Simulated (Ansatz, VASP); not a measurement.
# Al3InAs4: VASP beside Ansatz

```
Al In As
1.0
     5.83549    0.00000    0.00000
     0.00000    5.83549    0.00000
     0.00000    0.00000    5.83549
Al In As
3 1 4
Direct
  0.50000 0.00000 0.00000
  0.00000 0.00000 0.50000
  0.00000 0.50000 0.00000
  0.50000 0.50000 0.50000
  0.76063 0.23937 0.76063
  0.76063 0.76063 0.23937
  0.23937 0.23937 0.23937
  0.23937 0.76063 0.76063
```

Alike in both runs: functional PBE; k mesh 6 × 6 × 6; occupations gaussian, width 0.02 eV; no spin polarisation.

Ansatz relaxed the structure, and its values are those at the end. VASP's run is a single point on that final structure, the one shown.

|  | VASP | Ansatz |
| --- | --- | --- |
| version | VASP 6.6.1 | Ansatz 0.2.0 |
| potentials or method | VASP PAW PBE potentials, release 64 (Al, In_d, As), cutoff 520 eV | scalar-relativistic, plane waves, PAW |
| valence electrons in the cell | 42 | 82 |

```csv
,VASP,Ansatz,Ansatz less VASP
gap on the k mesh at the Fermi level (eV),1.16,1.16,-0.004
least direct gap on the mesh (eV),1.16,1.16,-0.004
pressure (GPa),0.1,0.0,-0.12
rms of the force components (eV/Å),0.003,0.005,+0.0014
```

The functional is the same, so the differences come from potentials, cutoffs and numerics. VASP's potentials hold 42 valence electrons a cell and Ansatz's 82, so a difference there can come from the potentials and not from the codes.
